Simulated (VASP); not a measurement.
# TiH2 (I4mm) in VASP: further runs, part 2 of 2

VASP 6.6.1.

## 4. Single point, PBEsol (all Ti atoms moved +0.438 Å, as atom 1 along Cartesian [0 0 1])

The input, INCAR:

```
PREC = Accurate
ENCUT = 520
EDIFF = 1E-6
ISMEAR = 0
SIGMA = 0.15
LREAL = F
LASPH = T
NELM = 60
ALGO = Normal
ISIF = 2
LWAVE = F
LCHARG = T
GGA = PS
LELF = T
LVHAR = T
NBANDS = 14
```

The input, KPOINTS:

```
Automatic mesh
0
Gamma
  20 20 20
```

The input, POSCAR:

```
TiH2
1.0
   -1.5965000000      1.5965000000      2.1335000000
    1.5965000000     -1.5965000000      2.1335000000
    1.5965000000      1.5965000000     -2.1335000000
Ti H
1 2
Direct
    0.1025310523      0.1025310523      0.0000000000
    0.7500000000      0.2500000000      0.5000000000
    0.2500000000      0.7500000000      0.5000000000
```

Potentials or basis: VASP PAW PBE potentials, release 64 (Ti_sv, H).

The run is started by

```bash
$ cat potpaw_PBE.64/Ti_sv/POTCAR potpaw_PBE.64/H/POTCAR > POTCAR
$ mpirun -np 1 vasp_std > vasp.out
```

OUTCAR:

```text
PREC = Accurate
   ENCUT = 520
   EDIFF = 1E-6
   ISMEAR = 0
   LREAL = F
   LASPH = T
   NELM = 60
   ISIF = 2
   GGA = PS

 ion  position               nearest neighbor table
   1  0.103  0.103  0.000-   2 1.72   3 1.72   2 1.72   3 1.72
   2  0.750  0.250  0.500-   1 1.72   1 1.72
   3  0.250  0.750  0.500-   1 1.72   1 1.72

  LATTYP: Found a body centered tetragonal cell.
 ALAT       =     3.1930000000
 C/A-ratio  =     1.3363607892

  Lattice vectors:

 A1 = (  -1.5965000000,   1.5965000000,   2.1335000000)
 A2 = (   1.5965000000,  -1.5965000000,   2.1335000000)
 A3 = (   1.5965000000,   1.5965000000,  -2.1335000000)

Analysis of symmetry for initial positions (statically):
=====================================================================
 Subroutine PRICEL returns:
 Original cell was already a primitive cell.

 Routine SETGRP: Setting up the symmetry group for a
 body centered tetragonal supercell.

 Subroutine GETGRP returns: Found  8 space group operations
 (whereof  8 operations were pure point group operations)
 out of a pool of 16 trial point group operations.

The static configuration has the point symmetry C_4v.
[... 171 lines left out ...]
  band No.  band energies     occupation
      1     -49.3831      2.00000
      2     -25.5775      2.00000
      3     -25.5756      2.00000
      4     -25.5756      2.00000
      5      -2.8025      2.00000
      6       4.7784      2.00000
      7       7.3809      1.73117
      8       7.3809      1.73117
      9       8.8754      0.00000
     10       9.0521      0.00000
     11      12.0232      0.00000
     12      21.7750      0.00000
     13      22.5998      0.00000
     14      22.5998      0.00000
[... 377 lines left out ...]
      1     -49.3383      2.00000
      2     -25.8848      2.00000
      3     -25.6258      2.00000
      4     -25.6153      2.00000
      5      -0.5284      2.00000
      6       3.0649      2.00000
      7       7.3654      1.78953
      8       7.5204      0.83458
      9       9.0970      0.00000
     10       9.4584      0.00000
     11      13.2196      0.00000
     12      16.1783      0.00000
     13      19.0942      0.00000
     14      21.8726      0.00000

 [... further k-points ...]
[... 5 lines left out ...]
  --------------------------------------------------------------------------------------
  -------------------------------------------------------------------------------------
  Total        1.1141196      1.1141196     -0.2422056      0.0000000      0.0000000      0.0000000
  in kB       82.0638582     82.0638582    -17.8403843      0.0000000      0.0000000      0.0000000
  external PRESSURE =      48.7624440 kB  Pullay stress =       0.0000000 kB

 VOLUME and BASIS-vectors are now :
 -----------------------------------------------------------------------------
  energy-cutoff  :      520.00
  volume of cell :       21.75
      direct lattice vectors                 reciprocal lattice vectors
    -1.596500000  1.596500000  2.133500000     0.000000000  0.313185092  0.234356691
     1.596500000 -1.596500000  2.133500000     0.313185092  0.000000000  0.234356691
     1.596500000  1.596500000 -2.133500000     0.313185092  0.313185092  0.000000000

 POSITION                                       TOTAL-FORCE (eV/Angst)
 -----------------------------------------------------------------------------------
      0.00000      0.00000      0.43750         0.000000      0.000000     -3.468896
     -0.00000      1.59650      1.06675         0.000000      0.000000      1.734448
      1.59650     -0.00000      1.06675        -0.000000     -0.000000      1.734448
 -----------------------------------------------------------------------------------
    total drift:                               -0.000000     -0.000000     -0.000158

  FREE ENERGIE OF THE ION-ELECTRON SYSTEM (eV)
  ---------------------------------------------------
  free  energy   TOTEN  =       -15.8151611399 eV

  energy  without entropy=      -15.7964982847  energy(sigma->0) =      -15.80582971
```

OSZICAR:

```text
N       E                     dE             d eps       ncg     rms          rms(c)
DAV:   1     0.927523356035E+02    0.92752E+02   -0.64289E+03 17974   0.113E+03
DAV:   2    -0.103246962788E+02   -0.10308E+03   -0.98837E+02 18632   0.303E+02
DAV:   3    -0.180869067031E+02   -0.77622E+01   -0.76606E+01 30908   0.700E+01
DAV:   4    -0.182693417479E+02   -0.18244E+00   -0.18239E+00 18544   0.100E+01
DAV:   5    -0.182723033362E+02   -0.29616E-02   -0.29616E-02 21980   0.112E+00    0.145E+01
DAV:   6    -0.159089844811E+02    0.23633E+01   -0.33959E+00 18914   0.306E+01    0.320E+00
DAV:   7    -0.158232408943E+02    0.85744E-01   -0.34360E-01 22218   0.488E+00    0.153E+00
DAV:   8    -0.158143243547E+02    0.89165E-02   -0.68421E-02 20546   0.337E+00    0.567E-01
DAV:   9    -0.158153527945E+02   -0.10284E-02   -0.61691E-03 26002   0.103E+00    0.190E-01
DAV:  10    -0.158151684866E+02    0.18431E-03   -0.98458E-04 19180   0.507E-01    0.214E-02
DAV:  11    -0.158151630669E+02    0.54197E-05   -0.50650E-05 20144   0.914E-02    0.166E-02
DAV:  12    -0.158151609465E+02    0.21204E-05   -0.14512E-06 17898   0.167E-02    0.372E-03
DAV:  13    -0.158151611399E+02   -0.19339E-06   -0.31502E-07  9604   0.659E-03
   1 F= -.15815161E+02 E0= -.15805830E+02  d E =-.186629E-01
```

Wall time 4.6 min (1 thread of Oxide Virtual Turin-like, shared host); peak memory 0.27 GiB.

Results:

```yaml
Free_energy: -15.8152 eV
Pressure: 4.9 GPa
Largest_force: 3.469 eV/Å
Band_gap_on_the_k_mesh: zero (band 7 reaches 7.95 eV, above the bottom of band 8 at 7.37 eV)
```

Forces in eV/Å, atoms in the order of the input:
```
Ti   0.000  0.000 -3.469
H    0.000  0.000  1.734
H    0.000  0.000  1.734
```

Levels at points of the mesh, in eV from the Fermi level:
```
           k point  band 5  band 6  band 7  band 8  band 9  band 10
(0.00, 0.00, 0.00)  -10.30   -2.72   -0.12   -0.12    1.38     1.55
(0.50, 0.00, 0.00)   -7.03   -5.04   -0.24   -0.02    2.16     2.47
(0.50, 0.50, 0.00)   -5.18   -4.92   -2.97    2.17    2.40     2.69
(0.50, 0.50, 0.50)   -6.51   -5.57   -1.34    2.46    2.55     2.55
```

Caveat: the cell differs from its parent crystal (all Ti atoms moved +0.438 Å, as atom 1 along Cartesian [0 0 1]); the PAW data sets were made with another functional, which shifts forces and pressure a little.

## 5. Single point, PBEsol (all Ti atoms moved +0.188 Å, as atom 1 along Cartesian [0 0 1])

The input, INCAR:

```
SYSTEM = TiH2
PREC = Accurate ; ENCUT = 520
EDIFF = 1E-6 ; ISMEAR = 0
SIGMA = 0.15 ; LREAL = .FALSE.
LASPH = .TRUE. ; NELM = 80
ALGO = Normal ; ISIF = 2
LWAVE = .FALSE. ; LCHARG = .FALSE.
GGA = PS ; NBANDS = 14
```

The input, KPOINTS:

```
regular mesh
0
G
  20 20 20
  0 0 0
```

Changes to POSCAR since step 4:

```diff
@@ -8,3 +8,3 @@
 Direct
-    0.1025310523      0.1025310523      0.0000000000
+    0.0439418795      0.0439418795      0.0000000000
     0.7500000000      0.2500000000      0.5000000000
```

The run is started by

```bash
$ cat potpaw_PBE.64/Ti_sv/POTCAR potpaw_PBE.64/H/POTCAR > POTCAR
$ mpirun -np 1 vasp_std > vasp.out
```

It took 3.4 min on 1 thread of Oxide Virtual Turin-like, shared host; peak memory 0.27 GiB.

Results (log left out):

```yaml
Free_energy: -16.4740 eV
Pressure: -3.3 GPa
Largest_force: 1.679 eV/Å
Band_gap_on_the_k_mesh: zero (band 7 reaches 7.87 eV, above the bottom of band 8 at 7.27 eV)
```

Forces on the atoms (eV/Å):
```
Ti   0.000  0.000 -1.679
H    0.000  0.000  0.839
H    0.000  0.000  0.839
```

Stress tensor (GPa, compression positive):
```
-2.85  0.00  0.00
 0.00 -2.85  0.00
 0.00  0.00 -4.34
```

Levels at points of the mesh, in eV from the Fermi level:
```
           k point  band 5  band 6  band 7  band 8  band 9  band 10
(0.00, 0.00, 0.00)  -10.42   -1.16   -0.29   -0.29    1.33     1.68
(0.50, 0.00, 0.00)   -7.16   -5.07   -0.32    0.07    2.20     2.42
(0.50, 0.50, 0.00)   -5.52   -5.33   -3.00    2.24    2.40     2.59
(0.50, 0.50, 0.50)   -6.23   -4.88   -2.53    2.42    2.46     2.46
```

Caveat: the cell differs from its parent crystal (all Ti atoms moved +0.188 Å, as atom 1 along Cartesian [0 0 1]); the PAW data sets were made with another functional, which shifts forces and pressure a little.
